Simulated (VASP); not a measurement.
Write the native input for VASP 6.6.1 that does the following.

- Task: single point
- Functional: PBE
- Potentials or basis: VASP PAW PBE potentials, release 64 (Er_3, C), 4f in core
- Cutoff: 600 eV
- k mesh: 6 × 6 × 2
- Occupations: gaussian, width 0.1 eV
- Spin: no spin polarisation
- Dipole correction: no
- Further INCAR settings: ALGO = Normal; EDIFF = 1e-06; NBANDS = 20

The structure of ErC4 lies in POSCAR:

```
ErC4
1.0
    3.3080921400      0.0000000000      0.0000000000
   -1.6540460700      2.8648918300      0.0000000000
    0.0000000000      0.0000000000      8.4819803500
Er C
1 4
Direct
    0.0000000000      0.0000000000      0.0000000000
    0.5000000000      0.0000000000      0.5000000000
    0.0000000000      0.5000000000      0.5000000000
    0.5000000000      0.5000000000      0.5000000000
    0.0000000000      0.0000000000      0.5000000000
```

The cell was generated, and may not be a known phase.

The input as run:

INCAR

```
PREC = Accurate
ENCUT = 600
EDIFF = 1E-6
ISMEAR = 0
SIGMA = 0.1
LREAL = F
LASPH = T
NELM = 200
ALGO = Normal
ISIF = 2
LWAVE = F
LCHARG = F
GGA = PE
NBANDS = 20
GGA_COMPAT = F
LMAXMIX = 6
```

KPOINTS

```
regular mesh
0
Gamma
  6 6 2
```

Potentials or basis: VASP PAW PBE potentials, release 64 (Er_3, C), 4f in core.

Run with:

```sh
$ cat potpaw_PBE.64/Er_3/POTCAR potpaw_PBE.64/C/POTCAR > POTCAR
$ mpirun -np 1 vasp_std > vasp.out
```

Results of the run:

- Pressure: 7.2 GPa
- Band gap on the k mesh: zero (an odd number of electrons rules out a gap without spin polarisation)

Caveat: the k points lie up to 0.37 Å⁻¹ apart, too coarse for converged energies and pressures of a metal; spin-orbit coupling is left out, which moves the levels of the heavy elements; the 4f electrons are frozen in the core, so they carry no moment and show no levels; an odd number of electrons without spin polarisation forces a metal; a magnetic or distorted state may lie lower.

Wall time 44 s on 1 thread of Intel(R) Xeon(R) Platinum 8488C (Sapphire Rapids), on a shared host, peak memory 0.23 GiB.
